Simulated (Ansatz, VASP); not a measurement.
**Two plane-wave programs on AlN**

Contents of INCAR:

```
SYSTEM = AlN
PREC     = Accurate       ! precision mode
ENCUT    = 520            ! plane-wave cutoff, eV
EDIFF    = 1E-6           ! SCF threshold, eV
ISMEAR   = 0              ! smearing method
SIGMA    = 0.05           ! smearing width, eV
LREAL    = .FALSE.        ! projectors in reciprocal space
LASPH    = .TRUE.         ! aspherical terms in the spheres
NELM     = 100            ! most SCF steps
ALGO     = Normal         ! electronic algorithm
ISIF     = 2              ! what is computed and relaxed
LWAVE    = .FALSE.        ! write WAVECAR
LCHARG   = .TRUE.         ! write CHGCAR
LELF     = .TRUE.         ! ELF
LVHAR    = .TRUE.       
NBANDS   = 26             ! bands
```

KPOINTS

```
regular mesh
0
G
  8 6 4
  0 0 0
```

The input POSCAR:

```
AlN
1.0
   -1.6378403119      2.8368226349      0.0000000000
    0.0000000000      0.0000000000      4.1006264518
    4.9135209358      2.8368226349      0.0000000000
Al N
4 4
Direct
    0.3550115824      0.7500000000      0.0931007086
    1.0000000000      0.7500000000      0.6666666667
    0.0000000000      0.2500000000      0.3333333333
    0.5000000000      0.2500000000      0.8333333333
    0.5000000000      0.2500000000      0.1666666667
    1.0000000000      0.2500000000      0.6666666667
    0.0000000000      0.7500000000      0.3333333333
    0.5000000000      0.7500000000      0.8333333333
```

Input for Ansatz:

```yaml
crystal:
  lattice:
    - [-1.6378403119, 2.8368226349, 0.0]
    - [0.0, 0.0, 4.1006264518]
    - [4.9135209358, 2.8368226349, 0.0]
  atoms:
    - { symbol: Al, position: [0.3550115824, 0.75, 0.0931007086] }
    - { symbol: Al, position: [1.0, 0.75, 0.6666666667] }
    - { symbol: Al, position: [0.0, 0.25, 0.3333333333] }
    - { symbol: Al, position: [0.5, 0.25, 0.8333333333] }
    - { symbol: "N", position: [0.5, 0.25, 0.1666666667] }
    - { symbol: "N", position: [1.0, 0.25, 0.6666666667] }
    - { symbol: "N", position: [0.0, 0.75, 0.3333333333] }
    - { symbol: "N", position: [0.5, 0.75, 0.8333333333] }
basis:
  ecutwfc: 420
kpoints:
  mp_grid: { grid: [8, 6, 4] }
hamiltonian:
  xc: lda
  pseudopotentials: { kind: paw, azcp: { folder: soft_1 } }
scf:
  occupations: { method: gaussian, width: 0.05 }
output:
  forces: true
  stress: true
  eigenvalues: true
```

Alike in both runs: task single point; functional LDA; k mesh 8 × 6 × 4; occupations gaussian, width 0.05 eV; no spin polarisation.

```csv
,VASP,Ansatz
version,VASP 6.6.1,Ansatz 0.2.0
potentials or method,"VASP PAW LDA potentials, release 64 (Al, N), cutoff 520 eV","scalar-relativistic, plane waves, PAW"
valence electrons in the cell,32,32
```

```tsv
	VASP	Ansatz	Ansatz less VASP
gap on the k mesh at the Fermi level (eV)	2.08	2.08	-0.001
least direct gap on the mesh (eV)	2.08	2.08	-0.001
pressure (GPa)	12.0	11.1	-0.95
traceless stress, the component that is largest in VASP (GPa)	22.08	21.22	-0.856
rms of the force components (eV/Å)	3.358	3.307	-0.0505
```

Ansatz warns that its potentials were made for another functional, while VASP's fit it. LDA's correlation is that of Perdew and Zunger in VASP and of Perdew and Wang (1992) in Ansatz. Atom by atom the forces differ by 0.059 eV/Å (rms over components).
